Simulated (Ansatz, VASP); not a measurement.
Bi3Te2S: VASP beside Ansatz

```
CELL_PARAMETERS angstrom
5.42967 0.00000 0.00000
0.00000 5.42967 0.00000
0.00000 0.00000 9.09637
ATOMIC_POSITIONS crystal
Bi 0.50000 0.00000 0.56666
Bi 0.00000 0.50000 0.56666
Bi 0.50000 0.50000 0.74678
Te 0.00000 0.00000 0.12398
Te 0.00000 0.00000 0.75899
S 0.00000 0.00000 0.38680
```

Alike in both runs: task relaxation of cell and atoms; functional PBE; k mesh 8 × 8 × 4; occupations gaussian, width 0.1 eV; no spin polarisation.

```csv
,VASP,Ansatz
version,VASP 6.6.1,Ansatz 0.2.0
potentials or method,"VASP PAW PBE potentials, release 64 (Bi_d, Te, S), cutoff 600 eV","scalar-relativistic, plane waves, PAW"
valence electrons in the cell,63,83
```

Ansatz gave:

```
gap on the k mesh at the Fermi level, each at its own relaxed structure (eV)  : none
relaxed volume (Å³/atom)                                                      : 43.69
relaxed length of the cell vector where the two differ most in proportion (Å) : 9.115
```

Task: What did VASP give for the same quantities?

Result: gap on the k mesh at the Fermi level, each at its own relaxed structure (eV): none; relaxed volume (Å³/atom): 43.66; relaxed length of the cell vector where the two differ most in proportion (Å): 9.107.

A gap of «none» marks a metal or a gap that the smearing closes. VASP's potentials hold 63 valence electrons a cell and Ansatz's 83, so a difference there can come from the potentials and not from the codes. Ansatz's warnings: xc potential rough in thin density.

Spin-orbit coupling is off throughout.
